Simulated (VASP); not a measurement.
# Cd in VASP: further runs

Cd is run at these levels: PBE; tasks: single point.

Program: VASP 6.6.1. These are calculated values, not measurements. Logs are shortened: lines on timing, memory, paths and dates and some standing lists are left out, and cuts for length are marked.

**1. The cell of the first run**

The typed cell holds 1 atom: a = 3.000 Å, b = 3.085 Å, c = 3.094 Å, α = 62.93°, β = 64.12°, γ = 64.31°.

**2. Single point, PBE**

File INCAR:

```
SYSTEM = Cd
PREC = Accurate ; ENCUT = 520
EDIFF = 1E-6 ; ISMEAR = 0
SIGMA = 0.1 ; LREAL = .FALSE.
LASPH = .TRUE. ; NELM = 60
ALGO = Normal ; ISIF = 2
LWAVE = .FALSE. ; LCHARG = .FALSE.
GGA = PE ; NBANDS = 12
```

File KPOINTS:

```
regular mesh
0
G
  9 9 9
  0 0 0
```

File POSCAR:

```
Cd
1.0
    1.5790080000      0.9044910000      2.3853110000
   -1.6599930000      0.8989190000      2.4405920000
   -0.0453180000     -1.8934790000      2.4470920000
Cd
1
Direct
   -0.0002900000     -0.0002450000      0.0117290000
```

Potentials or basis: VASP PAW PBE potentials, release 64 (Cd).

The run is started by

```console
> cat potpaw_PBE.64/Cd/POTCAR > POTCAR
> mpirun -np 1 vasp_std > vasp.out
```

OUTCAR:

```text
SYSTEM = Cd
   PREC = Accurate
   ENCUT = 520
   EDIFF = 1E-6
   ISMEAR = 0
   LREAL = .FALSE.
   LASPH = .TRUE.
   NELM = 60
   ISIF = 2
   GGA = PE

 ion  position               nearest neighbor table
   1  1.000  1.000  0.012-

  LATTYP: Found a triclinic cell.
 ALAT       =     5.5172854154
 B/A-ratio  =     0.5846412010
 C/A-ratio  =     0.8237346284
 COS(alpha) =     0.0010957770
 COS(beta)  =     0.3941900132
 COS(gamma) =     0.8785197913

  Lattice vectors:

 A1 = (  -1.5693570000,   4.6858770000,  -2.4535920000)
 A2 = (  -1.6146750000,   2.7923980000,  -0.0065000000)
 A3 = (   3.2843190000,   1.8990510000,  -2.5023730000)

Analysis of symmetry for initial positions (statically):
=====================================================================
 Subroutine PRICEL returns:
 Original cell was already a primitive cell.

 Routine SETGRP: Setting up the symmetry group for a
 triclinic supercell.

 Subroutine GETGRP returns: Found  2 space group operations
 (whereof  1 operations were pure point group operations)
 out of a pool of  2 trial point group operations.

The static configuration has the point symmetry C_1 .
 The point group associated with its full space group is S_2 .

Analysis of symmetry for dynamics (positions and initial velocities):
=====================================================================
 Subroutine PRICEL returns:
 Original cell was already a primitive cell.

 Routine SETGRP: Setting up the symmetry group for a
 triclinic supercell.

 Subroutine GETGRP returns: Found  2 space group operations
 (whereof  1 operations were pure point group operations)
 out of a pool of  2 trial point group operations.

The dynamic configuration has the point symmetry C_1 .
 The point group associated with its full space group is S_2 .

 Subroutine INISYM returns: Found  2 space group operations
 (whereof  1 operations are pure point group operations),
 and found     1 'primitive' translations

----------------------------------------------------------------------------------------

                                     Primitive cell

  volume of cell :      21.9391

  direct lattice vectors                    reciprocal lattice vectors
     1.579008000  0.904491000  2.385311000     0.310904207  0.180114926  0.145124657
    -1.659993000  0.898919000  2.440592000    -0.306754612  0.181050359  0.134409964
    -0.045318000 -1.893479000  2.447092000     0.002884905 -0.356137069  0.133134625

  length of vectors
     3.000179795  3.085469403  3.094442713     0.387509972  0.380714674  0.380219362

  position of ions in fractional coordinates (direct lattice)
     0.999710000  0.999755000  0.011729000

  ion indices of the primitive-cell ions
   primitive index   ion index
                 1           1

----------------------------------------------------------------------------------------

 KPOINTS: regular mesh

Automatic generation of k-mesh.
 Grid dimensions read from file:
 generate k-points for:    9    9    9

 Generating k-lattice:

  Cartesian coordinates                     Fractional coordinates (reciprocal lattice)
     0.034544912  0.020012770  0.016124962     0.111111111 -0.000000000 -0.000000000
    -0.034083846  0.020116707  0.014934440     0.000000000  0.111111111  0.000000000
     0.000320545 -0.039570785  0.014792736    -0.000000000  0.000000000  0.111111111

  Length of vectors
     0.043056664  0.042301630  0.042246596

  Shift w.r.t. Gamma in fractional coordinates (k-lattice)
     0.000000000  0.000000000  0.000000000

 Subroutine IBZKPT returns following result:
 ===========================================

 Found    365 irreducible k-points:

 Following reciprocal coordinates:
            Coordinates               Weight
  0.000000  0.000000  0.000000      1.000000
  0.111111  0.000000  0.000000      2.000000
  0.222222 -0.000000 -0.000000      2.000000
  0.333333  0.000000  0.000000      2.000000
  0.444444 -0.000000 -0.000000      2.000000
 -0.000000  0.111111  0.000000      2.000000
[... 16 lines left out ...]
 -0.111111  0.222222 -0.000000      2.000000
 -0.000000  0.333333  0.000000      2.000000
 [... further k-points ...]
   k-points           NKPTS =    365   k-points in BZ     NKDIM =    365   number of bands    NBANDS=     12
   number of dos      NEDOS =    301   number of ions     NIONS =      1
   total plane-waves  NPLWV =  13824
   dimension x,y,z NGX =    24 NGY =   24 NGZ =   24
   dimension x,y,z NGXF=    48 NGYF=   48 NGZF=   48
   ions per type =               1
   NGX,Y,Z   is equivalent  to a cutoff of  13.30, 12.93, 12.89 a.u.
   NGXF,Y,Z  is equivalent  to a cutoff of  26.60, 25.86, 25.79 a.u.
 SYSTEM =  Cd
   PREC   = accura    normal or accurate (medium, high low for compatibility)
   ISTART =      0    job   : 0-new  1-cont  2-samecut
   ICHARG =      2    charge: 1-file 2-atom 10-const
   ISPIN  =      1    spin polarized calculation?
   LNONCOLLINEAR =      F non collinear calculations
   LSORBIT =      F    spin-orbit coupling
   LASPH  =      T    aspherical Exc in radial PAW
   ENCUT  =  520.0 eV  38.22 Ry    6.18 a.u.   5.58  5.74  5.75*2*pi/ulx,y,z
   NELM   =     60;   NELMIN=  2; NELMDL= -5     # of ELM steps
   EDIFF  = 0.1E-05   stopping-criterion for ELM
   LREAL  =      F    real-space projection
   EDIFFG = 0.1E-04   stopping-criterion for IOM
   NSW    =      0    number of steps for IOM
   IBRION =     -1    ionic relax: 0-MD 1-quasi-New 2-CG
   NFREE  =      0    steps in history (QN), initial steepest desc. (CG)
   ISIF   =      2    stress and relaxation
   ISYM   =      2    0-nonsym 1-usesym 2-fastsym
   POTIM  = 0.5000    time-step for ionic-motion
   TEBEG  =    0.0;   TEEND  =   0.0 temperature during run
   PSTRESS=    0.0 pullay stress
   NELECT =      12.0000    total number of electrons
   NUPDOWN=      -1.0000    fix difference up-down
   EMIN   =  10.00;   EMAX   =-10.00  energy-range for DOS
   EFERMI =   0.00;   METHOD = LEGACY
   ISMEAR =     0;   SIGMA  =   0.10  broadening in eV -4-tet -1-fermi 0-gaus
   EFERMI_NEDOS =   21; number of points for ismear=-14 and -15
   IALGO  =     38    algorithm
   IMIX   =      4    mixing-type and parameters
     AMIX     =   0.40;   BMIX     =  1.00
     AMIX_MAG =   1.60;   BMIX_MAG =  1.00
  volume/ion in A,a.u.               =      21.94       148.05
  Fermi-wavevector in a.u.,A,eV,Ry     =   1.338842  2.530044 24.388402  1.792497
  Thomas-Fermi vector in A             =   2.467280
   LORBIT       =      0    0 simple, 1 ext, 2 COOP (PROOUT), +10 PAW based schemes
   GGA     = PE    functional components
   LHFCALC =     F    Hartree Fock is set to
   AEXX    =    0.0000 exact exchange contribution
   IVDW    =     0    specifies the selected vdW correction
   LEPSILON=     F    determine dielectric tensor
   LRPA    =     F    only Hartree local field effects (RPA)
 non-spin polarized calculation
 Gauss-broadening in eV      SIGMA  =   0.10
  energy-cutoff  :      520.00
  volume of cell :       21.94
 maximum number of plane-waves:       603
   NGX = 11   NGY = 11   NGZ = 11

 number of electron      11.9999999 magnetization

 Free energy of the ion-electron system (eV)
  ---------------------------------------------------
  ext. energy  EPLUGINS =         0.00000000
  ---------------------------------------------------
  free energy    TOTEN  =        -0.72908792 eV

  energy without entropy =       -0.72708876  energy(sigma->0) =       -0.72808834

 E-fermi :   2.8583     XC(G=0): -10.9535

 val. band max:        2.8563992999   @ k =   0.3333  -0.3333   0.4444
 cond. band min:       2.8678380800   @ k =  -0.2222  -0.1111   0.4444
 fundamental gap:      0.0114387801
 Fermi energy:         2.8582930919

 k-point     1 :       0.0000    0.0000    0.0000
  band No.  band energies     occupation
      1      -6.5017      2.00000
      2      -6.4272      2.00000
      3      -6.1723      2.00000
      4      -5.9136      2.00000
      5      -5.8990      2.00000
      6      -5.8105      2.00000
      7      16.0665      0.00000
      8      16.4816      0.00000
      9      17.2345      0.00000
     10      20.0311      0.00000
     11      20.3317      0.00000
     12      20.4817      0.00000

 k-point     2 :       0.1111    0.0000    0.0000
  band No.  band energies     occupation
      1      -6.4685      2.00000
      2      -6.3958      2.00000
      3      -6.1662      2.00000
      4      -5.9059      2.00000
      5      -5.8285      2.00000
      6      -5.5985      2.00000
      7      14.0805      0.00000
      8      16.1344      0.00000
      9      16.2592      0.00000
     10      19.5266      0.00000
     11      20.6813      0.00000
     12      20.8849      0.00000

 k-point     3 :       0.2222   -0.0000   -0.0000
  band No.  band energies     occupation
      1      -6.5504      2.00000
      2      -6.3569      2.00000
      3      -6.1178      2.00000
      4      -5.8392      2.00000
      5      -5.8281      2.00000
      6      -4.5851      2.00000
      7       9.8922      0.00000
      8      15.8341      0.00000
      9      16.0460      0.00000
     10      18.3081      0.00000
     11      20.8059      0.00000
     12      21.4193      0.00000
[... 286 lines left out ...]
 k-point    23 :      -0.1111    0.2222   -0.0000
  band No.  band energies     occupation
      1      -6.5678      2.00000
      2      -6.3948      2.00000
      3      -6.0569      2.00000
      4      -5.8887      2.00000
      5      -5.8052      2.00000
      6      -3.8381      2.00000
      7       8.4532      0.00000
      8      12.6017      0.00000
      9      16.6925      0.00000
     10      18.9284      0.00000
     11      19.0494      0.00000
     12      21.5232      0.00000

 k-point    24 :      -0.0000    0.3333    0.0000
  band No.  band energies     occupation
      1      -6.7426      2.00000
      2      -6.4645      2.00000
      3      -6.0831      2.00000
      4      -5.7196      2.00000
      5      -5.6224      2.00000
      6      -2.9638      2.00000
      7       5.5688      0.00000
      8      14.9963      0.00000
      9      16.3501      0.00000
     10      18.0415      0.00000
     11      19.3146      0.00000
     12      20.8353      0.00000

 [... further k-points ...]

------------------------ aborting loop because EDIFF is reached ----------------------------------------

  FORCE on cell =-STRESS in cart. coord.  units (eV):
  Direction    XX          YY          ZZ          XY          YZ          ZX
  --------------------------------------------------------------------------------------
  -------------------------------------------------------------------------------------
  Total        0.3902387      0.4374712      0.2271945     -0.0323478      0.0752759      0.0982781
  in kB       28.4985517     31.9478733     16.5916764     -2.3623149      5.4972846      7.1771070
  external PRESSURE =      25.6793671 kB  Pullay stress =       0.0000000 kB

 VOLUME and BASIS-vectors are now :
 -----------------------------------------------------------------------------
  energy-cutoff  :      520.00
  volume of cell :       21.94
      direct lattice vectors                 reciprocal lattice vectors
     1.579008000  0.904491000  2.385311000     0.310904207  0.180114926  0.145124657
    -1.659993000  0.898919000  2.440592000    -0.306754612  0.181050359  0.134409964
    -0.045318000 -1.893479000  2.447092000     0.002884905 -0.356137069  0.133134625

 POSITION                                       TOTAL-FORCE (eV/Angst)
 -----------------------------------------------------------------------------------
     -0.08157      1.78072      4.85332        -0.000000     -0.000000      0.000000
 -----------------------------------------------------------------------------------
    total drift:                               -0.000003     -0.000008      0.000004

  FREE ENERGIE OF THE ION-ELECTRON SYSTEM (eV)
  ---------------------------------------------------
  free  energy   TOTEN  =        -0.7290879209 eV

  energy  without entropy=       -0.7270887575  energy(sigma->0) =       -0.72808834
```

It took 21 s on 1 thread of Intel Xeon 6975P-C (Granite Rapids), shared host; peak memory 0.21 GiB.

What came out:

```
Free energy            : -0.7291 eV
Pressure               : 2.6 GPa
Band gap on the k mesh : zero (bands 6 and 7 overlap by 2.27 eV)
```

(Part 1 of 2 ends here.)
